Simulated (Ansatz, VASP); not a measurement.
**One calculation of Cs, two programs**

File POSCAR:

```
Cs
1.0
   -3.1284650614      3.1284650614      3.1284650614
    3.1284650614     -3.1284650614      3.1284650614
    3.1284650614      3.1284650614     -3.1284650614
Cs
1
Direct
    0.0000000000      0.0000000000      0.0000000000
```

The input INCAR.step1:

```
PREC = Accurate
ENCUT = 520
ISMEAR = -1
SIGMA = 0.05
LREAL = False
LASPH = True
NELM = 60
NBANDS = 10
GGA = PE
ALGO = Normal
EDIFF = 1E-4
LWAVE = True
LCHARG = False
```

The input INCAR.step2:

```
PREC = Accurate
ENCUT = 520
EDIFF = 1E-6
ISMEAR = -1
SIGMA = 0.05
LREAL = False
LASPH = True
NELM = 60
ALGO = Normal
ISIF = 2
LWAVE = False
LCHARG = False
METAGGA = R2SCAN
LMIXTAU = True
NBANDS = 10
ISTART = 1
```

The input KPOINTS:

```
regular mesh
0
Gamma
  4 4 4
```

Contents of input.yaml:

```yaml
crystal:
  lattice:
    - [-3.1284650614, 3.1284650614, 3.1284650614]
    - [3.1284650614, -3.1284650614, 3.1284650614]
    - [3.1284650614, 3.1284650614, -3.1284650614]
  atoms:
    - { symbol: Cs, position: [0.0, 0.0, 0.0] }
hamiltonian:
  xc: r2scan
  pseudopotentials: { kind: paw }
kpoints:
  mp_grid: { grid: [4, 4, 4] }
scf:
  occupations: { method: fermi_dirac, width: 0.05 }
  n_extra_bands: 6
output:
  forces: true
  stress: true
  eigenvalues: true
  dos: { projected: true, de: 0.05, nscf_kmesh: { grid: [6, 6, 6] } }
```

Alike in both runs: functional r2SCAN; k mesh 4 × 4 × 4; occupations fermi-dirac, width 0.05 eV; no spin polarisation.

|  | VASP | Ansatz |
| --- | --- | --- |
| version | VASP 6.6.1 | Ansatz 0.2.0 |
| potentials or method | VASP PAW PBE potentials, release 64 (Cs_sv) | Ansatz PAW |
| plane-wave cutoff (eV) | 520 | 500 |
| valence electrons in the cell | 9 | 9 |
| task | single point | projected density of states |

|  | VASP | Ansatz | Ansatz less VASP |
| --- | --- | --- | --- |
| gap on the k mesh at the Fermi level (eV) | none | none | - |
| pressure (GPa) | 0.1 | 0.1 | +0.01 |

VASP's potentials were made for PBE, not for r2SCAN. A gap of «none» marks a metal or a gap that the smearing closes.

Spin-orbit coupling is off throughout.
